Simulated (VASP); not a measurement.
A run of VASP 6.6.1 is set up as follows.

File INCAR:

```
PREC     = Accurate       # precision mode
ENCUT    = 520            # plane-wave cutoff, eV
EDIFF    = 1E-8           # SCF threshold, eV
ISMEAR   = -1             # smearing method
SIGMA    = 0.03           # smearing width, eV
LREAL    = False          # projectors in reciprocal space
LASPH    = True           # aspherical terms in the spheres
NELM     = 80             # most SCF steps
ALGO     = Normal         # electronic algorithm
ISIF     = 2              # what is computed and relaxed
LWAVE    = False          # write WAVECAR
LCHARG   = False          # write CHGCAR
GGA      = PS             # functional
LEFG     = True         
NBANDS   = 15             # bands
```

KPOINTS

```
regular mesh
0
Gamma
  7 7 7
```

The input POSCAR:

```
KCl
1.0
    0.0000000000      3.1349174826      3.1349174826
    3.1349174826      0.0000000000      3.1349174826
    3.1349174826      3.1349174826      0.0000000000
K Cl
1 1
Direct
    0.0000000000      0.0000000000      0.0000000000
    0.5000000000      0.5000000000      0.5000000000
```

Potentials or basis: VASP PAW PBE potentials, release 64 (K_sv, Cl).

Command:

```console
$ cat potpaw_PBE.64/K_sv/POTCAR potpaw_PBE.64/Cl/POTCAR > POTCAR
$ mpirun -np 1 vasp_std > vasp.out
```

Question: What does it give for the pressure?

Answer: -0.2 GPa.

Question: Predict the band gap on the k mesh.

Answer: 5.06 eV.

Caveat: the PAW data sets were made with another functional, which shifts forces and pressure a little; an odd mesh through Γ misses points on the zone boundary, where band edges can lie.
